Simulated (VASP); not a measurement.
# InSe (R3m) in VASP: further runs

Runs on InSe. Level: PBEsol. Tasks: single point.

The COD entry that gives the cell may itself be a prediction, so a difference from it is no test against experiment.

Program: VASP 6.6.1. These are calculated values, not measurements. Logs are shortened: lines on timing, memory, paths and dates and some standing lists are left out, and cuts for length are marked.

### Step 1. The cell of the first run

It takes space group R3m (No. 160, trigonal). Conventional cell: a = 4.000 Å, b = 4.000 Å, c = 24.202 Å, α = 90.00°, β = 90.00°, γ = 120.00°. In (site symmetry 3m) has 3 Se at 2.62 Å and 1 In at 2.72 Å within 3.5 Å. In (site symmetry 3m) has 3 Se at 2.62 Å and 1 In at 2.72 Å within 3.5 Å. Within 3.5 Å of Se (site symmetry 3m) lie 3 In at 2.62 Å. Within 3.5 Å of Se (site symmetry 3m) lie 3 In at 2.62 Å.

### Step 2. Single point, PBEsol (zz strain of -3 %)

Contents of INCAR:

```
SYSTEM = InSe
PREC = Accurate
ENCUT = 520
EDIFF = 1E-6
ISMEAR = -1
SIGMA = 0.01
LREAL = .False.
LASPH = .True.
NELM = 60
ALGO = Normal
ISIF = 2
LWAVE = .False.
LCHARG = .False.
GGA = PS
NBANDS = 27
```

Contents of KPOINTS:

```
regular mesh
0
Gamma
  7 7 7
  0 0 0
```

Contents of POSCAR:

```
InSe
1.0
    1.9999996503      1.1547003365      8.0671699000
   -1.9999996503      1.1547003365      8.0671699000
    0.0000000000     -2.3094006730      8.0671699000
In Se
2 2
Direct
    0.0000000000      0.0000000000      0.0000000000
    0.1122000000      0.1122000000      0.1122000000
    0.6155000000      0.6155000000      0.6155000000
    0.8300000000      0.8300000000      0.8300000000
```

Potentials or basis: VASP PAW PBE potentials, release 64 (In_d, Se).

Command:

```
cat potpaw_PBE.64/In_d/POTCAR potpaw_PBE.64/Se/POTCAR > POTCAR
mpirun -np 1 vasp_std > vasp.out
```

OUTCAR:

```text
SYSTEM = InSe
   PREC = Accurate
   ENCUT = 520
   EDIFF = 1E-6
   ISMEAR = -1
   LREAL = .False.
   LASPH = .True.
   NELM = 60
   ISIF = 2
   GGA = PS

 ion  position               nearest neighbor table
   1  0.000  0.000  0.000-   3 2.62   3 2.62   3 2.62   2 2.72
   2  0.112  0.112  0.112-   4 2.62   4 2.62   4 2.62   1 2.72
   3  0.615  0.615  0.615-   1 2.62   1 2.62   1 2.62
   4  0.830  0.830  0.830-   2 2.62   2 2.62   2 2.62

  LATTYP: Found a trigonal (rhomboedric) cell.
 ALAT       =     8.3912193193
 COS(alpha) =     0.8863839489

  Lattice vectors:

 A1 = (   1.9999996503,   1.1547003365,   8.0671699000)
 A2 = (  -1.9999996503,   1.1547003365,   8.0671699000)
 A3 = (   0.0000000000,  -2.3094006730,   8.0671699000)

Analysis of symmetry for initial positions (statically):
=====================================================================
 Subroutine PRICEL returns:
 Original cell was already a primitive cell.

 Routine SETGRP: Setting up the symmetry group for a
 trigonal (rhombohedral) supercell.

 Subroutine GETGRP returns: Found  6 space group operations
 (whereof  6 operations were pure point group operations)
 out of a pool of 12 trial point group operations.

The static configuration has the point symmetry C_3v.

Analysis of symmetry for dynamics (positions and initial velocities):
=====================================================================
 Subroutine PRICEL returns:
 Original cell was already a primitive cell.

 Routine SETGRP: Setting up the symmetry group for a
 trigonal (rhombohedral) supercell.

 Subroutine GETGRP returns: Found  6 space group operations
 (whereof  6 operations were pure point group operations)
 out of a pool of 12 trial point group operations.

The dynamic configuration has the point symmetry C_3v.

 Subroutine INISYM returns: Found  6 space group operations
 (whereof  6 operations are pure point group operations),
 and found     1 'primitive' translations

----------------------------------------------------------------------------------------

                                     Primitive cell

  volume of cell :     111.7819

  direct lattice vectors                    reciprocal lattice vectors
     1.999999650  1.154700336  8.067169900     0.250000044  0.144337593  0.041319736
    -1.999999650  1.154700336  8.067169900    -0.250000044  0.144337593  0.041319736
     0.000000000 -2.309400673  8.067169900     0.000000000 -0.288675185  0.041319736

  length of vectors
     8.391219319  8.391219319  8.391219319     0.291617357  0.291617357  0.291617357

  position of ions in fractional coordinates (direct lattice)
     0.000000000  0.000000000  0.000000000
     0.112200000  0.112200000  0.112200000
     0.615500000  0.615500000  0.615500000
     0.830000000  0.830000000  0.830000000

  ion indices of the primitive-cell ions
   primitive index   ion index
                 1           1
                 2           2
                 3           3
                 4           4

----------------------------------------------------------------------------------------

 KPOINTS: regular mesh

Automatic generation of k-mesh.
 Grid dimensions read from file:
 generate k-points for:    7    7    7

 Generating k-lattice:

  Cartesian coordinates                     Fractional coordinates (reciprocal lattice)
     0.035714292  0.020619656  0.005902819     0.142857143 -0.000000000 -0.000000000
    -0.035714292  0.020619656  0.005902819    -0.000000000  0.142857143 -0.000000000
     0.000000000 -0.041239312  0.005902819    -0.000000000 -0.000000000  0.142857143

  Length of vectors
     0.041659622  0.041659622  0.041659622

  Shift w.r.t. Gamma in fractional coordinates (k-lattice)
     0.000000000  0.000000000  0.000000000

 Subroutine IBZKPT returns following result:
 ===========================================

 Found     44 irreducible k-points:

 Following reciprocal coordinates:
            Coordinates               Weight
  0.000000  0.000000  0.000000      1.000000
  0.142857 -0.000000 -0.000000      6.000000
  0.285714 -0.000000 -0.000000      6.000000
  0.428571 -0.000000  0.000000      6.000000
  0.142857  0.142857 -0.000000      6.000000
  0.285714  0.142857  0.000000     12.000000
[... 16 lines left out ...]
  0.285714  0.285714  0.142857      6.000000
  0.428571  0.285714  0.142857     12.000000
 [... further k-points ...]
   k-points           NKPTS =     44   k-points in BZ     NKDIM =     44   number of bands    NBANDS=     27
   number of dos      NEDOS =    301   number of ions     NIONS =      4
   total plane-waves  NPLWV = 262144
   dimension x,y,z NGX =    64 NGY =   64 NGZ =   64
   dimension x,y,z NGXF=   128 NGYF=  128 NGZF=  128
   ions per type =               2   2
   NGX,Y,Z   is equivalent  to a cutoff of  12.68, 12.68, 12.68 a.u.
   NGXF,Y,Z  is equivalent  to a cutoff of  25.36, 25.36, 25.36 a.u.
 SYSTEM =  InSe
   PREC   = accura    normal or accurate (medium, high low for compatibility)
   ISTART =      0    job   : 0-new  1-cont  2-samecut
   ICHARG =      2    charge: 1-file 2-atom 10-const
   ISPIN  =      1    spin polarized calculation?
   LNONCOLLINEAR =      F non collinear calculations
   LSORBIT =      F    spin-orbit coupling
   LASPH  =      T    aspherical Exc in radial PAW
   ENCUT  =  520.0 eV  38.22 Ry    6.18 a.u.  15.60 15.60 15.60*2*pi/ulx,y,z
   NELM   =     60;   NELMIN=  2; NELMDL= -5     # of ELM steps
   EDIFF  = 0.1E-05   stopping-criterion for ELM
   LREAL  =      F    real-space projection
   EDIFFG = 0.1E-04   stopping-criterion for IOM
   NSW    =      0    number of steps for IOM
   IBRION =     -1    ionic relax: 0-MD 1-quasi-New 2-CG
   NFREE  =      0    steps in history (QN), initial steepest desc. (CG)
   ISIF   =      2    stress and relaxation
   ISYM   =      2    0-nonsym 1-usesym 2-fastsym
   POTIM  = 0.5000    time-step for ionic-motion
   TEBEG  =    0.0;   TEEND  =   0.0 temperature during run
   PSTRESS=    0.0 pullay stress
   NELECT =      38.0000    total number of electrons
   NUPDOWN=      -1.0000    fix difference up-down
   EMIN   =  10.00;   EMAX   =-10.00  energy-range for DOS
   EFERMI =   0.00;   METHOD = LEGACY
   ISMEAR =    -1;   SIGMA  =   0.01  broadening in eV -4-tet -1-fermi 0-gaus
   EFERMI_NEDOS =   21; number of points for ismear=-14 and -15
   IALGO  =     38    algorithm
   IMIX   =      4    mixing-type and parameters
     AMIX     =   0.40;   BMIX     =  1.00
     AMIX_MAG =   1.60;   BMIX_MAG =  1.00
  volume/ion in A,a.u.               =      27.95       188.59
  Fermi-wavevector in a.u.,A,eV,Ry     =   1.142559  2.159124 17.761618  1.305442
  Thomas-Fermi vector in A             =   2.279257
   LORBIT       =      0    0 simple, 1 ext, 2 COOP (PROOUT), +10 PAW based schemes
   GGA     = PS    functional components
   LHFCALC =     F    Hartree Fock is set to
   AEXX    =    0.0000 exact exchange contribution
   IVDW    =     0    specifies the selected vdW correction
   LEPSILON=     F    determine dielectric tensor
   LRPA    =     F    only Hartree local field effects (RPA)
 non-spin polarized calculation
  energy-cutoff  :      520.00
  volume of cell :      111.78
 maximum number of plane-waves:      3033
   NGX = 31   NGY = 31   NGZ = 31

 number of electron      38.0000005 magnetization

 Free energy of the ion-electron system (eV)
  ---------------------------------------------------
  ext. energy  EPLUGINS =         0.00000000
  ---------------------------------------------------
  free energy    TOTEN  =       -15.56179274 eV

  energy without entropy =      -15.56179274  energy(sigma->0) =      -15.56179274

 E-fermi :   4.6338     XC(G=0):  -9.3184

 val. band max:        4.3661511041   @ k =  -0.4286   0.4286   0.4286
 cond. band min:       5.0040885815   @ k =   0.4286   0.4286   0.4286
 fundamental gap:      0.6379374774
 Fermi energy:         4.6337560282

 k-point     1 :       0.0000    0.0000    0.0000
  band No.  band energies     occupation
      1     -10.4553      2.00000
      2     -10.2145      2.00000
      3     -10.2145      2.00000
      4     -10.1019      2.00000
      5     -10.1019      2.00000
      6     -10.0996      2.00000
[... 19 lines left out ...]
     26       9.7846      0.00000
     27      11.8648      0.00000

 k-point     2 :       0.1429   -0.0000   -0.0000
  band No.  band energies     occupation
      1     -10.4573      2.00000
      2     -10.3019      2.00000
      3     -10.2127      2.00000
      4     -10.1999      2.00000
      5     -10.1075      2.00000
      6     -10.0873      2.00000
[... 19 lines left out ...]
     26      10.2694      0.00000
     27      11.3612      0.00000

 k-point     3 :       0.2857   -0.0000   -0.0000
  band No.  band energies     occupation
      1     -10.5062      2.00000
      2     -10.3808      2.00000
      3     -10.3464      2.00000
      4     -10.2126      2.00000
      5     -10.1224      2.00000
      6     -10.0545      2.00000
[... 19 lines left out ...]
     26      10.9019      0.00000
     27      11.4047      0.00000

 k-point     4 :       0.4286   -0.0000    0.0000
  band No.  band energies     occupation
      1     -10.5729      2.00000
      2     -10.4351      2.00000
      3     -10.3840      2.00000
      4     -10.2149      2.00000
      5     -10.1338      2.00000
      6     -10.0259      2.00000
[... 19 lines left out ...]
     26      10.9656      0.00000
     27      11.5724      0.00000
[... 516 lines left out ...]
      4     -10.2129      2.00000
      5     -10.1224      2.00000
      6     -10.0545      2.00000
[... 19 lines left out ...]
     26      10.9479      0.00000
     27      11.2633      0.00000

 k-point    23 :       0.2857    0.2857    0.1429
  band No.  band energies     occupation
      1     -10.4564      2.00000
      2     -10.2957      2.00000
      3     -10.2131      2.00000
      4     -10.2089      2.00000
      5     -10.1074      2.00000
      6     -10.0874      2.00000
[... 19 lines left out ...]
     26      10.2333      0.00000
     27      11.6297      0.00000

 k-point    24 :       0.4286    0.2857    0.1429
  band No.  band energies     occupation
      1     -10.4776      2.00000
      2     -10.3659      2.00000
      3     -10.3220      2.00000
      4     -10.2156      2.00000
      5     -10.1140      2.00000
      6     -10.0686      2.00000
[... 19 lines left out ...]
     26      10.9062      0.00000
     27      11.6072      0.00000

 [... further k-points ...]
[... 5 lines left out ...]
  --------------------------------------------------------------------------------------
  -------------------------------------------------------------------------------------
  Total        1.0506259      1.0506259      2.0522767     -0.0000000      0.0000000      0.0000000
  in kB       15.0586834     15.0586834     29.4154049     -0.0000000      0.0000000      0.0000000
  external PRESSURE =      19.8442572 kB  Pullay stress =       0.0000000 kB

 VOLUME and BASIS-vectors are now :
 -----------------------------------------------------------------------------
  energy-cutoff  :      520.00
  volume of cell :      111.78
      direct lattice vectors                 reciprocal lattice vectors
     1.999999650  1.154700336  8.067169900     0.250000044  0.144337593  0.041319736
    -1.999999650  1.154700336  8.067169900    -0.250000044  0.144337593  0.041319736
     0.000000000 -2.309400673  8.067169900     0.000000000 -0.288675185  0.041319736

 POSITION                                       TOTAL-FORCE (eV/Angst)
 -----------------------------------------------------------------------------------
      0.00000      0.00000      0.00000         0.000000     -0.000000     -0.027418
      0.00000      0.00000      2.71541         0.000000     -0.000000      0.027322
      0.00000      0.00000     14.89603         0.000000      0.000000     -0.263526
      0.00000      0.00000     20.08725         0.000000      0.000000      0.263622
 -----------------------------------------------------------------------------------
    total drift:                               -0.000000     -0.000000     -0.000130

  FREE ENERGIE OF THE ION-ELECTRON SYSTEM (eV)
  ---------------------------------------------------
  free  energy   TOTEN  =       -15.5617927371 eV

  energy  without entropy=      -15.5617927371  energy(sigma->0) =      -15.56179274
```

Run time: 6.2 min. Hardware: 1 thread of Intel Xeon 6975P-C (Granite Rapids), shared host; peak memory 0.57 GiB.

Results:

```
Free energy            : -15.5618 eV
Pressure               : 2.0 GPa
Largest force          : 0.264 eV/Å
Band gap on the k mesh : 0.64 eV, indirect (least direct gap 0.67 eV)
```

Forces in eV/Å, atoms in the order of the input:
```
In   0.000  0.000 -0.027
In   0.000  0.000  0.027
Se   0.000  0.000 -0.264
Se   0.000  0.000  0.264
```

Stress tensor (GPa, compression positive):
```
1.51 0.00 0.00
0.00 1.51 0.00
0.00 0.00 2.94
```

Levels at points of the mesh, in eV from the valence-band top:
| k point | band 15 | band 16 | band 17 | band 18 | band 19 | band 20 | band 21 | band 22 | band 23 | band 24 |
| --- | --- | --- | --- | --- | --- | --- | --- | --- | --- | --- |
| (0.00, 0.00, 0.00) | -1.56 | -1.39 | -1.39 | -1.24 | -1.24 | 1.80 | 2.07 | 4.26 | 4.26 | 5.39 |

Caveat: the cell differs from its parent crystal (zz strain of -3 %); the PAW data sets were made with another functional, which shifts forces and pressure a little; spin-orbit coupling is left out, which moves the levels of the heavy elements. A k mesh can miss the band edges.

### Step 3. Single point, PBEsol (zz strain of -2 %)

Contents of INCAR:

```
SYSTEM = InSe
PREC = Accurate ; ENCUT = 520
EDIFF = 1E-6 ; ISMEAR = -1
SIGMA = 0.01 ; LREAL = .False.
LASPH = .True. ; NELM = 80
ALGO = Normal ; ISIF = 2
LWAVE = .False. ; LCHARG = .False.
GGA = PS ; NBANDS = 27
```

Contents of KPOINTS:

```
Automatic mesh
0
Gamma
  7 7 7
  0 0 0
```

Contents of POSCAR:

```
InSe
1.0
    1.9999996503      1.1547003365      8.1503366000
   -1.9999996503      1.1547003365      8.1503366000
    0.0000000000     -2.3094006730      8.1503366000
In Se
2 2
Direct
    0.0000000000      0.0000000000      0.0000000000
    0.1122000000      0.1122000000      0.1122000000
    0.6155000000      0.6155000000      0.6155000000
    0.8300000000      0.8300000000      0.8300000000
```

Potentials or basis: VASP PAW PBE potentials, release 64 (In_d, Se).

Command:

```
cat potpaw_PBE.64/In_d/POTCAR potpaw_PBE.64/Se/POTCAR > POTCAR
mpirun -np 1 vasp_std > vasp.out
```

Run time: 6.2 min. Hardware: 1 thread of Intel Xeon 6975P-C (Granite Rapids), shared host; peak memory 0.58 GiB.

Results (log left out):

- Free energy: -15.5793 eV
- Pressure: 1.4 GPa
- Largest force: 0.185 eV/Å
- Band gap on the k mesh: 0.64 eV, indirect (least direct gap 0.67 eV)

Forces in eV/Å, atoms in the order of the input:
```
In   0.000  0.000  0.054
In   0.000  0.000 -0.054
Se   0.000  0.000 -0.185
Se   0.000  0.000  0.185
```

Stress tensor (GPa, compression positive):
```
1.15 0.00 0.00
0.00 1.15 0.00
0.00 0.00 1.86
```

Levels at points of the mesh, in eV from the valence-band top:
| k point | band 15 | band 16 | band 17 | band 18 | band 19 | band 20 | band 21 | band 22 | band 23 | band 24 |
| --- | --- | --- | --- | --- | --- | --- | --- | --- | --- | --- |
| (0.00, 0.00, 0.00) | -1.53 | -1.33 | -1.33 | -1.18 | -1.18 | 1.82 | 2.09 | 4.33 | 4.33 | 5.32 |

Caveat: the cell differs from its parent crystal (zz strain of -2 %); the PAW data sets were made with another functional, which shifts forces and pressure a little; spin-orbit coupling is left out, which moves the levels of the heavy elements. A k mesh can miss the band edges.

### Step 4. Single point, PBEsol (zz strain of -1 %)

Contents of INCAR:

```
PREC = Accurate
ENCUT = 520
EDIFF = 1E-6
ISMEAR = -1
SIGMA = 0.01
LREAL = F
LASPH = T
NELM = 100
ALGO = Normal
ISIF = 2
LWAVE = F
LCHARG = F
GGA = PS
NBANDS = 27
```

Contents of KPOINTS:

```
regular mesh
0
Gamma
  7 7 7
```

Contents of POSCAR:

```
InSe
1.0
    1.9999996503      1.1547003365      8.2335033000
   -1.9999996503      1.1547003365      8.2335033000
    0.0000000000     -2.3094006730      8.2335033000
In Se
2 2
Direct
    0.0000000000      0.0000000000      0.0000000000
    0.1122000000      0.1122000000      0.1122000000
    0.6155000000      0.6155000000      0.6155000000
    0.8300000000      0.8300000000      0.8300000000
```

Potentials or basis: VASP PAW PBE potentials, release 64 (In_d, Se).

Command:

```
cat potpaw_PBE.64/In_d/POTCAR potpaw_PBE.64/Se/POTCAR > POTCAR
mpirun -np 1 vasp_std > vasp.out
```

OUTCAR:

```text
PREC = Accurate
   ENCUT = 520
   EDIFF = 1E-6
   ISMEAR = -1
   LREAL = F
   LASPH = T
   NELM = 100
   ISIF = 2
   GGA = PS

 ion  position               nearest neighbor table
   1  0.000  0.000  0.000-   3 2.63   3 2.63   3 2.63   2 2.77
   2  0.112  0.112  0.112-   4 2.63   4 2.63   4 2.63   1 2.77
   3  0.615  0.615  0.615-   1 2.63   1 2.63   1 2.63
   4  0.830  0.830  0.830-   2 2.63   2 2.63   2 2.63

  LATTYP: Found a trigonal (rhomboedric) cell.
 ALAT       =     8.5512518417
 COS(alpha) =     0.8905966952
[... 908 lines left out ...]
     26      10.7160      0.00000
     27      11.3005      0.00000

 [... further k-points ...]
[... 5 lines left out ...]
  --------------------------------------------------------------------------------------
  -------------------------------------------------------------------------------------
  Total        0.5841325      0.5841325      0.6079663      0.0000000      0.0000000      0.0000000
  in kB        8.2032666      8.2032666      8.5379769      0.0000000      0.0000000      0.0000000
  external PRESSURE =       8.3148367 kB  Pullay stress =       0.0000000 kB

 VOLUME and BASIS-vectors are now :
 -----------------------------------------------------------------------------
  energy-cutoff  :      520.00
  volume of cell :      114.09
      direct lattice vectors                 reciprocal lattice vectors
     1.999999650  1.154700336  8.233503300     0.250000044  0.144337593  0.040484994
    -1.999999650  1.154700336  8.233503300    -0.250000044  0.144337593  0.040484994
     0.000000000 -2.309400673  8.233503300     0.000000000 -0.288675185  0.040484994

 POSITION                                       TOTAL-FORCE (eV/Angst)
 -----------------------------------------------------------------------------------
      0.00000      0.00000      0.00000         0.000000      0.000000      0.119889
      0.00000      0.00000      2.77140         0.000000     -0.000000     -0.119288
      0.00000      0.00000     15.20316         0.000000     -0.000000     -0.106914
      0.00000      0.00000     20.50142         0.000000     -0.000000      0.106313
 -----------------------------------------------------------------------------------
    total drift:                               -0.000000     -0.000000      0.000568

  FREE ENERGIE OF THE ION-ELECTRON SYSTEM (eV)
  ---------------------------------------------------
  free  energy   TOTEN  =       -15.5893174219 eV

  energy  without entropy=      -15.5893174219  energy(sigma->0) =      -15.58931742
```

Wall time 5.1 min (1 thread of Intel Xeon 6975P-C (Granite Rapids), shared host); peak memory 0.57 GiB.

What came out:

- Free energy: -15.5893 eV
- Pressure: 0.8 GPa
- Largest force: 0.120 eV/Å
- Band gap on the k mesh: 0.65 eV, indirect (least direct gap 0.68 eV)

Forces on the atoms (eV/Å):
```
In   0.000  0.000  0.120
In   0.000  0.000 -0.119
Se   0.000  0.000 -0.107
Se   0.000  0.000  0.106
```

Caveat: the cell differs from its parent crystal (zz strain of -1 %); the PAW data sets were made with another functional, which shifts forces and pressure a little; spin-orbit coupling is left out, which moves the levels of the heavy elements.

(Part 1 of 2 ends here.)
